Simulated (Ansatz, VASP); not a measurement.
PbSe in VASP and in Ansatz

Contents of INCAR:

```
SYSTEM = PbSe
PREC     = Accurate       ! precision mode
ENCUT    = 520            ! plane-wave cutoff, eV
EDIFF    = 1E-7           ! SCF threshold, eV
ISMEAR   = 0              ! smearing method
SIGMA    = 0.03           ! smearing width, eV
LREAL    = .False.        ! projectors in reciprocal space
LASPH    = .True.         ! aspherical terms in the spheres
NELM     = 60             ! most SCF steps
ALGO     = Normal         ! electronic algorithm
ISIF     = 2              ! what is computed and relaxed
LWAVE    = .False.        ! write WAVECAR
LCHARG   = .False.        ! write CHGCAR
GGA      = PE             ! functional
IVDW     = 12             ! dispersion correction
NBANDS   = 17             ! bands
```

KPOINTS

```
Automatic mesh
0
Gamma
  10 10 10
  0 0 0
```

Contents of POSCAR:

```
PbSe
1.0
    0.0000000000      3.0914436268      3.0914436268
    3.0914436268      0.0000000000      3.0914436268
    3.0914436268      3.0914436268      0.0000000000
Pb Se
1 1
Direct
    0.0000000000      0.0000000000      0.0000000000
    0.5000000000      0.5000000000      0.5000000000
```

Input for Ansatz:

```yaml
crystal:
  lattice:
    - [0.0, 3.0914436268, 3.0914436268]
    - [3.0914436268, 0.0, 3.0914436268]
    - [3.0914436268, 3.0914436268, 0.0]
  atoms:
    - { symbol: Pb, position: [0.0, 0.0, 0.0] }
    - { symbol: Se, position: [0.5, 0.5, 0.5] }
basis:
  ecutwfc: 420
kpoints:
  mp_grid: { grid: [10, 10, 10] }
hamiltonian:
  xc: pbe
  dispersion: d3bj
scf:
  occupations: { method: gaussian, width: 0.03 }
output:
  forces: true
  stress: true
  eigenvalues: true
```

Alike in both runs: task single point; functional PBE; dispersion D3(BJ); k mesh 10 × 10 × 10; occupations gaussian, width 0.03 eV; no spin polarisation.

```csv
,VASP,Ansatz
version,VASP 6.6.1,Ansatz 0.2.0
potentials or method,"VASP PAW PBE potentials, release 64 (Pb_d, Se), cutoff 520 eV","scalar-relativistic, plane waves, PAW"
valence electrons in the cell,20,30
```

VASP gave:

```
gap on the k mesh at the Fermi level (eV) : 0.39
least direct gap on the mesh (eV)         : 0.39
pressure (GPa)                            : -1.2
```

**Question.** Estimate Ansatz's values.

**Answer.** gap on the k mesh at the Fermi level (eV): 0.38; least direct gap on the mesh (eV): 0.38; pressure (GPa): -1.2.

VASP's potentials hold 20 valence electrons a cell and Ansatz's 30, so a difference there can come from the potentials and not from the codes.

Spin-orbit coupling is off throughout.
